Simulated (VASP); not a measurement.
# PbS (F-43m) in VASP: G0W0 quasiparticle levels with PBE

Aim: the G0W0 quasiparticle levels of PbS with PBE.

Program: VASP 6.6.1. These are calculated values, not measurements. Logs are shortened: lines on timing, memory, paths and dates and some standing lists are left out, and cuts for length are marked.

## 1. The cell of the first run

It takes space group F-43m (No. 216, cubic). Conventional cell: a = 6.602 Å, b = 6.602 Å, c = 6.602 Å, α = 90.00°, β = 90.00°, γ = 90.00°. Within 3.8 Å of Pb (site symmetry -43m) lie 4 S at 2.86 Å. S (site symmetry -43m) has 4 Pb at 2.86 Å within 3.8 Å.

## 2. G0W0 quasiparticle levels, PBE

POSCAR

```
PbS
1.0
    0.0000000000      3.3009774936      3.3009774936
    3.3009774936      0.0000000000      3.3009774936
    3.3009774936      3.3009774936      0.0000000000
Pb S
1 1
Direct
    0.0000000000      0.0000000000      0.0000000000
    0.2500000000      0.2500000000      0.2500000000
```

INCAR.step1

```
SYSTEM = PbS
PREC = Accurate ; ENCUT = 500
EDIFF = 1E-8 ; ISMEAR = 0
SIGMA = 0.01 ; LREAL = .FALSE.
LASPH = .TRUE. ; NELM = 80
ALGO = Normal ; LWAVE = .TRUE.
LCHARG = .FALSE. ; GGA = PE
```

INCAR.step2

```
SYSTEM = PbS
PREC = Accurate ; ENCUT = 500
EDIFF = 1E-8 ; ISMEAR = 0
SIGMA = 0.01 ; LREAL = .FALSE.
LASPH = .TRUE. ; NELM = 1
ALGO = Exact ; LWAVE = .TRUE.
LCHARG = .FALSE. ; GGA = PE
NBANDS = 225 ; LOPTICS = .TRUE.
ISTART = 1
```

INCAR.step3

```
SYSTEM = PbS
PREC = Accurate ; ENCUT = 500
EDIFF = 1E-8 ; ISMEAR = 0
SIGMA = 0.01 ; LREAL = .FALSE.
LASPH = .TRUE. ; ALGO = EVGW0
LWAVE = .FALSE. ; LCHARG = .FALSE.
GGA = PE ; NELMGW = 1
NBANDS = 225 ; ENCUTGW = 120.0
NOMEGA = 96 ; PRECFOCK = Fast
ISTART = 1 ; NBANDSGW = 19
OMEGAMAX = 20
```

KPOINTS

```
regular mesh
0
G
  4 4 4
  0 0 0
```

Potentials or basis: VASP PAW PBE potentials, release 64 (Pb_d_GW, S_GW).

Run with:

```
> cat potpaw_PBE.64/Pb_d_GW/POTCAR potpaw_PBE.64/S_GW/POTCAR > POTCAR
> cp INCAR.step1 INCAR
> mpirun -np 1 vasp_std > vasp.out
> cp INCAR.step2 INCAR
> mpirun -np 1 vasp_std > vasp.out
> cp INCAR.step3 INCAR
> mpirun -np 1 vasp_std > vasp.out
```

OUTCAR:

```text
SYSTEM = PbS
   PREC = Accurate
   ENCUT = 500
   EDIFF = 1E-8
   ISMEAR = 0
   LREAL = .FALSE.
   LASPH = .TRUE.
   GGA = PE
   NELMGW = 1
   ENCUTGW = 120.0
   PRECFOCK = Fast
   ISTART = 1

 ion  position               nearest neighbor table
   1  0.000  0.000  0.000-
   2  0.250  0.250  0.250-

  LATTYP: Found a face centered cubic cell.
 ALAT       =     6.6019549872

  Lattice vectors:

 A1 = (   0.0000000000,   3.3009774936,   3.3009774936)
 A2 = (   3.3009774936,   0.0000000000,   3.3009774936)
 A3 = (   3.3009774936,   3.3009774936,   0.0000000000)

Analysis of symmetry for initial positions (statically):
=====================================================================
 Subroutine PRICEL returns:
 Original cell was already a primitive cell.

 Routine SETGRP: Setting up the symmetry group for a
 face centered cubic supercell.

 Subroutine GETGRP returns: Found 24 space group operations
 (whereof 24 operations were pure point group operations)
 out of a pool of 48 trial point group operations.

The static configuration has the point symmetry T_d .

Analysis of symmetry for dynamics (positions and initial velocities):
=====================================================================
 Subroutine PRICEL returns:
 Original cell was already a primitive cell.

 Routine SETGRP: Setting up the symmetry group for a
 face centered cubic supercell.

 Subroutine GETGRP returns: Found 24 space group operations
 (whereof 24 operations were pure point group operations)
 out of a pool of 48 trial point group operations.

The dynamic configuration has the point symmetry T_d .

 Subroutine INISYM returns: Found 24 space group operations
 (whereof 24 operations are pure point group operations),
 and found     1 'primitive' translations

----------------------------------------------------------------------------------------

                                     Primitive cell

  volume of cell :      71.9379

  direct lattice vectors                    reciprocal lattice vectors
     0.000000000  3.300977494  3.300977494    -0.151470284  0.151470284  0.151470284
     3.300977494  0.000000000  3.300977494     0.151470284 -0.151470284  0.151470284
     3.300977494  3.300977494  0.000000000     0.151470284  0.151470284 -0.151470284

  length of vectors
     4.668287141  4.668287141  4.668287141     0.262354229  0.262354229  0.262354229

  position of ions in fractional coordinates (direct lattice)
     0.000000000  0.000000000  0.000000000
     0.250000000  0.250000000  0.250000000

  ion indices of the primitive-cell ions
   primitive index   ion index
                 1           1
                 2           2

----------------------------------------------------------------------------------------

 KPOINTS: regular mesh

Automatic generation of k-mesh.
 Grid dimensions read from file:
 generate k-points for:    4    4    4

 Generating k-lattice:

  Cartesian coordinates                     Fractional coordinates (reciprocal lattice)
    -0.037867571  0.037867571  0.037867571     0.250000000  0.000000000  0.000000000
     0.037867571 -0.037867571  0.037867571     0.000000000  0.250000000  0.000000000
     0.037867571  0.037867571 -0.037867571     0.000000000  0.000000000  0.250000000

  Length of vectors
     0.065588557  0.065588557  0.065588557

  Shift w.r.t. Gamma in fractional coordinates (k-lattice)
     0.000000000  0.000000000  0.000000000

 Subroutine IBZKPT returns following result:
 ===========================================

 Found      8 irreducible k-points:

 Following reciprocal coordinates:
            Coordinates               Weight
  0.000000  0.000000  0.000000      1.000000
  0.250000  0.000000  0.000000      8.000000
  0.500000  0.000000  0.000000      4.000000
  0.250000  0.250000  0.000000      6.000000
  0.500000  0.250000  0.000000     24.000000
 -0.250000  0.250000  0.000000     12.000000
  0.500000  0.500000  0.000000      3.000000
 -0.250000  0.500000  0.250000      6.000000
   k-points           NKPTS =      8   k-points in BZ     NKDIM =     64   number of bands    NBANDS=    225
   number of dos      NEDOS =    301   number of ions     NIONS =      2
   total plane-waves  NPLWV =  46656
   dimension x,y,z NGX =    36 NGY =   36 NGZ =   36
   dimension x,y,z NGXF=    72 NGYF=   72 NGZF=   72
   ions per type =               1   1
   NGX,Y,Z   is equivalent  to a cutoff of  12.82, 12.82, 12.82 a.u.
   NGXF,Y,Z  is equivalent  to a cutoff of  25.64, 25.64, 25.64 a.u.
 SYSTEM =  PbS
   PREC   = accura    normal or accurate (medium, high low for compatibility)
   ISTART =      1    job   : 0-new  1-cont  2-samecut
   ICHARG =      0    charge: 1-file 2-atom 10-const
   ISPIN  =      1    spin polarized calculation?
   LNONCOLLINEAR =      F non collinear calculations
   LSORBIT =      F    spin-orbit coupling
   LASPH  =      T    aspherical Exc in radial PAW
   ENCUT  =  500.0 eV  36.75 Ry    6.06 a.u.   8.51  8.51  8.51*2*pi/ulx,y,z
   NELM   =     60;   NELMIN=  2; NELMDL=  0     # of ELM steps
   EDIFF  = 0.1E-07   stopping-criterion for ELM
   LREAL  =      F    real-space projection
   EDIFFG = 0.1E-06   stopping-criterion for IOM
   NSW    =      0    number of steps for IOM
   IBRION =     -1    ionic relax: 0-MD 1-quasi-New 2-CG
   NFREE  =      0    steps in history (QN), initial steepest desc. (CG)
   ISIF   =      0    stress and relaxation
   ISYM   =      3    0-nonsym 1-usesym 2-fastsym
   POTIM  = 0.5000    time-step for ionic-motion
   TEBEG  =    0.0;   TEEND  =   0.0 temperature during run
   PSTRESS=    0.0 pullay stress
   NELECT =      22.0000    total number of electrons
   NUPDOWN=      -1.0000    fix difference up-down
   EMIN   =  10.00;   EMAX   =-10.00  energy-range for DOS
   EFERMI =   0.00;   METHOD = LEGACY
   ISMEAR =     0;   SIGMA  =   0.01  broadening in eV -4-tet -1-fermi 0-gaus
   EFERMI_NEDOS =   21; number of points for ismear=-14 and -15
   IALGO  =     38    algorithm
   IMIX   =      4    mixing-type and parameters
     AMIX     =   0.40;   BMIX     =  1.00
     AMIX_MAG =   1.60;   BMIX_MAG =  1.00
  volume/ion in A,a.u.               =      35.97       242.73
  Fermi-wavevector in a.u.,A,eV,Ry     =   1.102969  2.084308 16.552029  1.216540
  Thomas-Fermi vector in A             =   2.239420
   LORBIT       =      0    0 simple, 1 ext, 2 COOP (PROOUT), +10 PAW based schemes
   GGA     = PE    functional components
   LHFCALC =     T    Hartree Fock is set to
   PRECFOCK=fast      Normal, Fast or Accurate (Low or Medium for compatibility)
   ENCUT4O =  -1.0   cutoff for four orbital integrals eV
   NKREDX  =     1    reduce k-point grid by
   NKREDY  =     1    reduce k-point grid by
   NKREDZ  =     1    reduce k-point grid by
   AEXX    =    1.0000 exact exchange contribution
   HFSCREEN=    0.0000 screening length (either q_TF or 0.3 A-1)
   HFSCREENC=   0.0000 screening length for correlation (either q_TF or 0.3 A-1)
   ENCUTFOCK=  -1.0 apply spherical cutoff to Coloumb kernel
   IVDW    =     0    specifies the selected vdW correction
   LEPSILON=     F    determine dielectric tensor
   LRPA    =     F    only Hartree local field effects (RPA)
   LRPAFORCE           =     F    calculate RPA forces
   ENCUTGW             = 120.0    cutoff for response function in eV
   ENCUTGWSOFT         =  96.0    soft cutoff for Coulomb kernel in GW response function in eV
   ENCUTLF             =  -1.0    cutoff for local field effects
   NELMGW              =     1    number of iterations in solving QP/BSE equation
   NELMHF              =     1    number of iterations in the inner HF iteration
   NKREDLFX            =     1    NKREDLFY  =   1   NKREDLFZ  =   1
 non-spin polarized calculation
 Gauss-broadening in eV      SIGMA  =   0.01
  energy-cutoff  :      500.00
  volume of cell :       71.94
 maximum number of plane-waves:      1850
 NGX is ok and might be reduce to    36
  NGX = 20; NGY = 20; NGZ = 20
   NGX = 17   NGY = 17   NGZ = 17
 maximum number of plane-waves:       228
 NGX is ok and might be reduce to    18

 QP shifts <psi_nk| G(iteration)W_0 |psi_nk>: iteration 1
 for sc-GW calculations column KS-energies equals QP-energies in previous step
 and V_xc(KS)=  KS-energies - (<T + V_ion + V_H > + <T+V_H+V_ion>^1  + <V_x>^1)

 k-point   1 :       0.0000    0.0000    0.0000
  band No.  KS-energies  QP-energies   sigma(KS)   V_xc(KS)     V^pw_x(r,r')   Z            occupation Imag(sigma)

      1    -137.8932    -160.7033     -28.5046       5.4463     -36.1634       0.6719       2.0000       0.4737
      2     -15.2137     -22.2930     -20.3365      -9.8763     -25.2870       0.6768       2.0000       0.2170
      3     -15.2137     -22.2930     -20.3365      -9.8763     -25.2870       0.6768       2.0000       0.2170
      4     -15.2137     -22.2930     -20.3365      -9.8763     -25.2870       0.6768       2.0000       0.2170
      5     -15.1772     -22.2752     -20.3663      -9.8530     -25.2606       0.6751       2.0000       0.1707
      6     -15.1772     -22.2752     -20.3663      -9.8530     -25.2606       0.6751       2.0000       0.1707
[... 11 lines left out ...]
     18      11.0242      10.6718      -6.6322      -6.1780      -1.9556       0.7758       0.0000      -0.4521
     19      11.0242      10.6718      -6.6322      -6.1780      -1.9556       0.7758       0.0000      -0.4521

 k-point   2 :       0.2500    0.0000    0.0000
  band No.  KS-energies  QP-energies   sigma(KS)   V_xc(KS)     V^pw_x(r,r')   Z            occupation Imag(sigma)

      1    -137.8932    -160.6398     -28.5046       5.4461     -36.1634       0.6700       2.0000       0.4737
      2     -15.2294     -22.2222     -20.2578      -9.8981     -25.2648       0.6750       2.0000       0.2289
      3     -15.2076     -22.3002     -20.3452      -9.8762     -25.2910       0.6775       2.0000       0.2125
      4     -15.2076     -22.3002     -20.3452      -9.8762     -25.2910       0.6775       2.0000       0.2125
      5     -15.1760     -22.3138     -20.3678      -9.8539     -25.2649       0.6789       2.0000       0.1726
      6     -15.1760     -22.3138     -20.3678      -9.8539     -25.2649       0.6789       2.0000       0.1726
[... 11 lines left out ...]
     18      10.6143      10.1810      -6.8293      -6.2646      -2.2091       0.7675       0.0000      -0.4082
     19      13.6231      13.7212      -9.3974      -9.5283      -3.9841       0.7491       0.0000      -0.6750

 k-point   3 :       0.5000    0.0000    0.0000
  band No.  KS-energies  QP-energies   sigma(KS)   V_xc(KS)     V^pw_x(r,r')   Z            occupation Imag(sigma)

      1    -137.8932    -160.5689     -28.5046       5.4460     -36.1634       0.6679       2.0000       0.4737
      2     -15.2449     -22.1394     -20.1820      -9.9181     -25.2433       0.6717       2.0000       0.2393
      3     -15.2037     -22.2966     -20.3482      -9.8734     -25.2879       0.6771       2.0000       0.2077
      4     -15.2037     -22.2966     -20.3482      -9.8734     -25.2879       0.6771       2.0000       0.2077
      5     -15.1725     -22.3339     -20.3746      -9.8577     -25.2765       0.6809       2.0000       0.1752
      6     -15.1725     -22.3339     -20.3746      -9.8577     -25.2765       0.6809       2.0000       0.1752
[... 11 lines left out ...]
     18      10.1780      10.0687      -8.4713      -8.3249      -3.6383       0.7463       0.0000      -0.3560
     19      11.7930      11.7123      -8.8073      -8.7022      -3.6679       0.7676       0.0000      -0.5253

 k-point   4 :       0.2500    0.2500    0.0000
  band No.  KS-energies  QP-energies   sigma(KS)   V_xc(KS)     V^pw_x(r,r')   Z            occupation Imag(sigma)
[... 64 lines left out ...]
     18      11.3369      11.2766      -7.9377      -7.8588      -3.0575       0.7640       0.0000      -0.4075
     19      12.3156      12.1095      -7.5185      -7.2523      -2.5786       0.7742       0.0000      -0.4938

 k-point   7 :       0.5000    0.5000    0.0000
  band No.  KS-energies  QP-energies   sigma(KS)   V_xc(KS)     V^pw_x(r,r')   Z            occupation Imag(sigma)

      1    -137.8929    -160.9964     -28.5047       5.4487     -36.1632       0.6804       2.0000       0.4737
      2     -15.2691     -22.0843     -20.1222      -9.9270     -25.2211       0.6685       2.0000       0.2528
      3     -15.1862     -22.3308     -20.3669      -9.8698     -25.2922       0.6806       2.0000       0.1941
      4     -15.1862     -22.3308     -20.3669      -9.8698     -25.2922       0.6806       2.0000       0.1941
      5     -15.1862     -22.3308     -20.3669      -9.8698     -25.2922       0.6806       2.0000       0.1941
      6     -15.1677     -22.3726     -20.3785      -9.8555     -25.2761       0.6847       2.0000       0.1732
[... 11 lines left out ...]
     18      11.5411      11.6006      -8.9244      -9.0042      -3.9043       0.7462       0.0000      -0.3929
     19      11.5411      11.6006      -8.9244      -9.0042      -3.9043       0.7462       0.0000      -0.3929

 k-point   8 :      -0.2500    0.5000    0.2500
  band No.  KS-energies  QP-energies   sigma(KS)   V_xc(KS)     V^pw_x(r,r')   Z            occupation Imag(sigma)

      1    -137.8930    -160.9725     -28.5047       5.4477     -36.1633       0.6798       2.0000       0.4737
      2     -15.2575     -22.0836     -20.1410      -9.9335     -25.2383       0.6687       2.0000       0.2520
      3     -15.1986     -22.3161     -20.3535      -9.8742     -25.2941       0.6792       2.0000       0.2017
      4     -15.1877     -22.3470     -20.3708      -9.8745     -25.3015       0.6821       2.0000       0.2025
      5     -15.1802     -22.2747     -20.3612      -9.8562     -25.2679       0.6753       2.0000       0.1765
      6     -15.1723     -22.3368     -20.3706      -9.8540     -25.2694       0.6813       2.0000       0.1745
[... 11 lines left out ...]
     18      11.0258      11.1628      -8.8481      -9.0316      -3.8749       0.7464       0.0000      -0.3508
     19      13.4531      13.6437      -8.9499      -9.2037      -3.5443       0.7510       0.0000      -0.6290
```

Run time: 11 min. Hardware: 1 thread of Intel Xeon Platinum 8375C at 2.90GHz (Ice Lake), shared host; peak memory 0.97 GiB.

What came out:

* Quasiparticle gap: 1.11 eV
* Least direct quasiparticle gap: 1.70 eV
* Band gap of the starting levels on the mesh: 0.80 eV
* Least direct gap of the starting levels on the mesh: 1.27 eV

Caveat: the k points lie up to 0.41 Å⁻¹ apart; bands, screening cutoff and mesh are small and nothing is extrapolated, so the quasiparticle values aren't converged; the structure was generated, so it needn't be the stable form of PbS; spin-orbit coupling is left out, which moves the levels of the heavy elements.
